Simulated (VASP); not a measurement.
Ti8HO16 (a cell with a defect), 25 atoms in the cell. The cell holds a defect, 25 atoms: a = 6.432 Å, b = 6.432 Å, c = 7.398 Å, α = 115.77°, β = 115.77°, γ = 90.00°.  This cell differs from its parent crystal: with an interstitial atom, then relaxed in part.

- Program: VASP 6.6.1
- Task: single point
- Functional: LDA
- Potentials or basis: VASP PAW LDA potentials, release 64 (Ti_sv, O, H)
- Cutoff: 520 eV
- k mesh: 3 × 3 × 3
- Occupations: gaussian, width 0.02 eV
- Spin: no spin polarisation
- Dipole correction: no
- Charge: 1
- Further INCAR settings: LREAL = Auto; ALGO = Normal; EDIFF = 1e-07; NBANDS = 114; NELECT = 192.0

Potentials or basis: VASP PAW LDA potentials, release 64 (Ti_sv, O, H).

Command:

```console
$ cat potpaw_LDA.64/Ti_sv/POTCAR potpaw_LDA.64/O/POTCAR potpaw_LDA.64/H/POTCAR > POTCAR
$ mpirun -np 1 vasp_std > vasp.out
```

Hardware: 1 thread of Intel(R) Xeon(R) Platinum 8488C (Sapphire Rapids) (shared host).

Problem. How long does it take, and how much memory?

Solution. Wall time 15 min on 1 thread of Intel(R) Xeon(R) Platinum 8488C (Sapphire Rapids), with other jobs on the host, peak memory 0.42 GiB. Counts: scf iterations 20, k points 14.
